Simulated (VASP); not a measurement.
# GaBiSe3 (I4/mcm) in VASP: further runs, part 2 of 2

VASP 6.6.1.

### 4 Relaxation of cell and atoms, PBE

Contents of INCAR:

```
PREC = Accurate
ENCUT = 600
EDIFF = 1E-6
ISMEAR = 0
SIGMA = 0.1
LREAL = False
LASPH = True
NELM = 60
ALGO = Normal
ISIF = 3
LWAVE = False
LCHARG = False
GGA = PE
IBRION = 2
NSW = 90
EDIFFG = -0.04
```

Contents of KPOINTS:

```
Automatic mesh
0
Gamma
  4 4 4
```

Contents of POSCAR:

```
GaBiSe3
1.0
   -3.4000609400      3.4000609400      4.8084123000
    3.4000609400     -3.4000609400      4.8084123000
    3.4000609400      3.4000609400     -4.8084123000
Ga Bi Se
2 2 6
Direct
    0.5000000000      0.5000000000      0.0000000000
    0.0000000000      0.0000000000      0.0000000000
    0.7500000000      0.2500000000      0.5000000000
    0.2500000000      0.7500000000      0.5000000000
    0.2902837800      0.7902837800      0.0805675600
    0.7902837800      0.7097162200      0.5000000000
    0.7500000000      0.7500000000      0.0000000000
    0.7097162200      0.2097162200      0.9194324400
    0.2097162200      0.2902837800      0.5000000000
    0.2500000000      0.2500000000      0.0000000000
```

Potentials or basis: VASP PAW PBE potentials, release 64 (Ga_d, Bi_d, Se).

Started as:

```bash
> cat potpaw_PBE.64/Ga_d/POTCAR potpaw_PBE.64/Bi_d/POTCAR potpaw_PBE.64/Se/POTCAR > POTCAR
> mpirun -np 1 vasp_std > vasp.out
```

OUTCAR:

```text
PREC = Accurate
   ENCUT = 600
   EDIFF = 1E-6
   ISMEAR = 0
   LREAL = False
   LASPH = True
   NELM = 60
   ISIF = 3
   GGA = PE
   IBRION = 2
   NSW = 90
   EDIFFG = -0.04

 ion  position               nearest neighbor table
   1  0.500  0.500  0.000-   7 2.40  10 2.40   8 2.44   5 2.44   6 2.44   9 2.44
   2  0.000  0.000  0.000-   7 2.40  10 2.40   8 2.44   5 2.44   9 2.44   6 2.44
   3  0.750  0.250  0.500-   5 3.14   6 3.14   9 3.14   8 3.14
   4  0.250  0.750  0.500-   8 3.14   6 3.14   9 3.14   5 3.14
   5  0.290  0.790  0.081-   1 2.44   2 2.44   3 3.14   4 3.14
   6  0.790  0.710  0.500-   2 2.44   1 2.44   4 3.14   3 3.14
   7  0.750  0.750  0.000-   1 2.40   2 2.40
   8  0.710  0.210  0.919-   1 2.44   2 2.44   4 3.14   3 3.14
   9  0.210  0.290  0.500-   1 2.44   2 2.44   4 3.14   3 3.14
  10  0.250  0.250  0.000-   1 2.40   2 2.40

  LATTYP: Found a face centered cubic cell.
 ALAT       =     9.6168245942

  Lattice vectors:

 A1 = (   3.4000609400,  -3.4000609400,  -4.8084123000)
 A2 = (   3.4000609400,   3.4000609400,  -4.8084123000)
 A3 = (   6.8001218800,   0.0000000000,   0.0000000000)

Analysis of symmetry for initial positions (statically):
=====================================================================
 Subroutine PRICEL returns:
 Original cell was already a primitive cell.

 Routine SETGRP: Setting up the symmetry group for a
 face centered cubic supercell.

 Subroutine GETGRP returns: Found 16 space group operations
 (whereof  8 operations were pure point group operations)
 out of a pool of 48 trial point group operations.

The static configuration has the point symmetry C_4h.
 The point group associated with its full space group is D_4h.

Analysis of symmetry for dynamics (positions and initial velocities):
=====================================================================
 Subroutine PRICEL returns:
 Original cell was already a primitive cell.

 Routine SETGRP: Setting up the symmetry group for a
 face centered cubic supercell.

 Subroutine GETGRP returns: Found 16 space group operations
 (whereof  8 operations were pure point group operations)
 out of a pool of 48 trial point group operations.

The dynamic configuration has the point symmetry C_4h.
 The point group associated with its full space group is D_4h.

 Subroutine INISYM returns: Found 16 space group operations
 (whereof  8 operations are pure point group operations),
 and found     1 'primitive' translations

----------------------------------------------------------------------------------------

                                     Primitive cell

  volume of cell :     222.3490

  direct lattice vectors                    reciprocal lattice vectors
    -3.400060940  3.400060940  4.808412300     0.000000000  0.147056188  0.103984427
     3.400060940 -3.400060940  4.808412300     0.147056188  0.000000000  0.103984427
     3.400060940  3.400060940 -4.808412300     0.147056188  0.147056188  0.000000000

  length of vectors
     6.800121884  6.800121884  6.800121884     0.180106312  0.180106312  0.207968855

  position of ions in fractional coordinates (direct lattice)
     0.500000000  0.500000000  0.000000000
     0.000000000  0.000000000  0.000000000
     0.750000000  0.250000000  0.500000000
     0.250000000  0.750000000  0.500000000
     0.290283780  0.790283780  0.080567560
     0.790283780  0.709716220  0.500000000
     0.750000000  0.750000000  0.000000000
     0.709716220  0.209716220  0.919432440
     0.209716220  0.290283780  0.500000000
     0.250000000  0.250000000  0.000000000

  ion indices of the primitive-cell ions
   primitive index   ion index
                 1           1
                 2           2
                 3           3
                 4           4
                 5           5
                 6           6
                 7           7
                 8           8
                 9           9
                10          10

----------------------------------------------------------------------------------------

 KPOINTS: Automatic mesh

Automatic generation of k-mesh.
 Grid dimensions read from file:
 generate k-points for:    4    4    4

 Generating k-lattice:

  Cartesian coordinates                     Fractional coordinates (reciprocal lattice)
     0.000000000  0.036764047  0.025996107     0.250000000  0.000000000 -0.000000000
     0.036764047  0.000000000  0.025996107     0.000000000  0.250000000 -0.000000000
     0.036764047  0.036764047  0.000000000     0.000000000  0.000000000  0.250000000

  Length of vectors
     0.045026578  0.045026578  0.051992214

  Shift w.r.t. Gamma in fractional coordinates (k-lattice)
     0.000000000  0.000000000  0.000000000

 Subroutine IBZKPT returns following result:
 ===========================================

 Found     13 irreducible k-points:

 Following reciprocal coordinates:
            Coordinates               Weight
  0.000000  0.000000  0.000000      1.000000
  0.250000 -0.000000  0.000000      8.000000
  0.500000 -0.000000  0.000000      4.000000
  0.250000  0.250000  0.000000      8.000000
  0.250000 -0.250000  0.250000      4.000000
  0.500000  0.250000  0.000000     16.000000
  0.500000 -0.250000  0.250000      8.000000
 -0.250000  0.250000  0.000000      4.000000
 -0.250000 -0.250000  0.250000      2.000000
  0.500000  0.500000  0.000000      2.000000
  0.500000  0.500000  0.500000      1.000000
  0.250000  0.250000  0.250000      2.000000
  0.500000  0.500000  0.250000      4.000000
   k-points           NKPTS =     13   k-points in BZ     NKDIM =     13   number of bands    NBANDS=     55
   number of dos      NEDOS =    301   number of ions     NIONS =     10
   total plane-waves  NPLWV = 157464
   dimension x,y,z NGX =    54 NGY =   54 NGZ =   54
   dimension x,y,z NGXF=   108 NGYF=  108 NGZF=  108
   ions per type =               2   2   6
   NGX,Y,Z   is equivalent  to a cutoff of  13.20, 13.20, 13.20 a.u.
   NGXF,Y,Z  is equivalent  to a cutoff of  26.40, 26.40, 26.40 a.u.
 SYSTEM =  unknown system
   PREC   = accura    normal or accurate (medium, high low for compatibility)
   ISTART =      0    job   : 0-new  1-cont  2-samecut
   ICHARG =      2    charge: 1-file 2-atom 10-const
   ISPIN  =      1    spin polarized calculation?
   LNONCOLLINEAR =      F non collinear calculations
   LSORBIT =      F    spin-orbit coupling
   LASPH  =      T    aspherical Exc in radial PAW
   ENCUT  =  600.0 eV  44.10 Ry    6.64 a.u.  13.58 13.58 13.58*2*pi/ulx,y,z
   NELM   =     60;   NELMIN=  2; NELMDL= -5     # of ELM steps
   EDIFF  = 0.1E-05   stopping-criterion for ELM
   LREAL  =      F    real-space projection
   EDIFFG = -.4E-01   stopping-criterion for IOM
   NSW    =     90    number of steps for IOM
   IBRION =      2    ionic relax: 0-MD 1-quasi-New 2-CG
   NFREE  =      1    steps in history (QN), initial steepest desc. (CG)
   ISIF   =      3    stress and relaxation
   ISYM   =      2    0-nonsym 1-usesym 2-fastsym
   POTIM  = 0.5000    time-step for ionic-motion
   TEBEG  =    0.0;   TEEND  =   0.0 temperature during run
   PSTRESS=    0.0 pullay stress
   NELECT =      92.0000    total number of electrons
   NUPDOWN=      -1.0000    fix difference up-down
   EMIN   =  10.00;   EMAX   =-10.00  energy-range for DOS
   EFERMI =   0.00;   METHOD = LEGACY
   ISMEAR =     0;   SIGMA  =   0.10  broadening in eV -4-tet -1-fermi 0-gaus
   EFERMI_NEDOS =   21; number of points for ismear=-14 and -15
   IALGO  =     38    algorithm
   IMIX   =      4    mixing-type and parameters
     AMIX     =   0.40;   BMIX     =  1.00
     AMIX_MAG =   1.60;   BMIX_MAG =  1.00
  volume/ion in A,a.u.               =      22.23       150.05
  Fermi-wavevector in a.u.,A,eV,Ry     =   1.219904  2.305285 20.247733  1.488166
  Thomas-Fermi vector in A             =   2.355140
   LORBIT       =      0    0 simple, 1 ext, 2 COOP (PROOUT), +10 PAW based schemes
   GGA     = PE    functional components
   LHFCALC =     F    Hartree Fock is set to
   AEXX    =    0.0000 exact exchange contribution
   IVDW    =     0    specifies the selected vdW correction
   LEPSILON=     F    determine dielectric tensor
   LRPA    =     F    only Hartree local field effects (RPA)
 conjugate gradient relaxation of ions
 non-spin polarized calculation
 Gauss-broadening in eV      SIGMA  =   0.10
  energy-cutoff  :      600.00
  volume of cell :      222.35
 maximum number of plane-waves:      7456
   NGX = 27   NGY = 27   NGZ = 27

--------------------------------------- Ionic step        1  -------------------------------------------

 number of electron      92.0000019 magnetization

 Free energy of the ion-electron system (eV)
  ---------------------------------------------------
  ext. energy  EPLUGINS =         0.00000000
  ---------------------------------------------------
  free energy    TOTEN  =       -34.24751830 eV

  energy without entropy =      -34.22269006  energy(sigma->0) =      -34.23510418

 E-fermi :   5.9636     XC(G=0): -10.3817

 val. band max:        5.9280077841   @ k =   0.5000   0.5000   0.5000
 cond. band min:       5.9840916930   @ k =   0.5000   0.2500   0.0000
 fundamental gap:      0.0560839088
 Fermi energy:         5.9635979953
[... 1641 lines left out ...]
     54       7.2152      0.00000
     55       8.6887      0.00000

[... ionic steps 4 to 9 ...]

--------------------------------------- Ionic step       10  -------------------------------------------

 number of electron      92.0000032 magnetization

------------------------ aborting loop because EDIFF is reached ----------------------------------------
[... 83 lines left out ...]
--------------------------------------- Ionic step       12  -------------------------------------------

 number of electron      92.0000025 magnetization

 Free energy of the ion-electron system (eV)
  ---------------------------------------------------
  ext. energy  EPLUGINS =         0.00000000
  ---------------------------------------------------
  free energy    TOTEN  =       -36.05135806 eV

  energy without entropy =      -36.02364220  energy(sigma->0) =      -36.03750013

 E-fermi :   4.6823     XC(G=0):  -9.8538

 val. band max:        4.6812701417   @ k =  -0.2500   0.2500   0.0000
 cond. band min:       4.7061849108   @ k =   0.2500   0.2500   0.0000
 fundamental gap:      0.0249147691
 Fermi energy:         4.6823038949
[... 789 lines left out ...]
  FREE ENERGIE OF THE ION-ELECTRON SYSTEM (eV)
  ---------------------------------------------------
  free  energy   TOTEN  =       -36.0513580581 eV

  energy  without entropy=      -36.0236421967  energy(sigma->0) =      -36.03750013

 reached required accuracy - stopping structural energy minimisation
```

Wall time 24 min (1 thread of AMD EPYC 9R45 (Zen 5), shared host); peak memory 0.5 GiB.

What came out:

```yaml
Free_energy: -36.0514 eV
Relaxed_volume: 24.77 Å³/atom
Relaxed_cell: a = 7.174 Å, b = 7.174 Å, c = 7.174 Å, α = 123.09°, β = 123.09°, γ = 84.72°
Space_group_after_relaxing_to_0.1_Å: I4/mcm (No. 140)
Energy_gained_by_relaxing: 180.4 meV/atom
Ionic_steps: 12
Pressure_after_relaxing: 0.0 GPa
Largest_force_after_relaxing: 0.020 eV/Å
Band_gap_on_the_k_mesh: zero (bands 46 and 47 overlap by 0.28 eV)
```

Forces in eV/Å, atoms in the order of the input:
```
Ga   0.000  0.000  0.000
Ga   0.000  0.000  0.000
Bi   0.000  0.000  0.000
Bi   0.000  0.000  0.000
Se   0.014  0.014  0.000
Se  -0.014  0.014  0.000
Se   0.000  0.000  0.000
Se  -0.014 -0.014  0.000
Se   0.014 -0.014  0.000
Se   0.000  0.000  0.000
```

Stress tensor (GPa, compression positive):
```
-0.01  0.00  0.00
 0.00 -0.01  0.00
 0.00  0.00 -0.11
```

The path:
```csv
step,energy change (eV),largest force (eV/Å),pressure (GPa),volume (Å³)
1,0.0000,1.1024,8.51,222.35
2,-0.7423,0.9937,-2.91,262.55
3,-0.8136,1.0327,-0.86,252.13
4,-1.0293,0.9613,-0.83,251.64
5,-1.5433,0.5885,-0.59,250.11
6,-1.7232,0.3658,0.77,246.93
7,-1.7796,0.0179,0.20,248.05
8,-1.7800,0.0375,0.24,247.97
9,-1.7962,0.0241,-0.74,250.85
10,-1.7976,0.0152,-0.54,250.21
11,-1.7969,0.0212,0.48,245.23
12,-1.8038,0.0198,-0.05,247.75
```

Final structure:
```
CELL_PARAMETERS angstrom
-3.41808 3.41808 5.30132
3.41808 -3.41808 5.30132
3.41808 3.41808 -5.30132
ATOMIC_POSITIONS crystal
Ga 0.50000 0.50000 0.00000
Ga 0.00000 0.00000 0.00000
Bi 0.75000 0.25000 0.50000
Bi 0.25000 0.75000 0.50000
Se 0.33841 0.83841 0.17683
Se 0.83841 0.66159 0.50000
Se 0.75000 0.75000 0.00000
Se 0.66159 0.16159 0.82317
Se 0.16159 0.33841 0.50000
Se 0.25000 0.25000 0.00000
```

Caveat: spin-orbit coupling is left out, which moves the levels of the heavy elements.

### 5 The runs side by side

```csv
task,cell,cutoff (eV),gap on the mesh (eV),pressure (GPa),largest force (eV/Å)
single point,"a = 6.800 Å, angles 120.0, 120.0, 90.0°, 10 atoms, atomic positions A",520,none,8.5,1.10
single point,"a = 7.170 Å, angles 123.0, 123.0, 84.9°, 10 atoms, atomic positions B",520,none,0.0,0.01
relaxation of cell and atoms,"relaxed from a = 6.800 Å, angles 120.0, 120.0, 90.0°, 10 atoms, atomic positions A",600,none,0.0,0.02
```

Alike in all rows: level PBE; potentials or basis VASP PAW PBE potentials, release 64 (Ga_d, Bi_d, Se); no spin polarisation; k mesh 4 × 4 × 4; smearing gaussian 0.1 eV.

Caveats: spin-orbit coupling is left out, which moves the levels of the heavy elements; the cell stands under pressure (at least some runs); forces of over 1 eV/Å act on the atoms, so gaps and moduli don't describe the material at rest (at least some runs).

Total energies depend on the potentials used, so only differences within one code and one set of settings carry meaning.
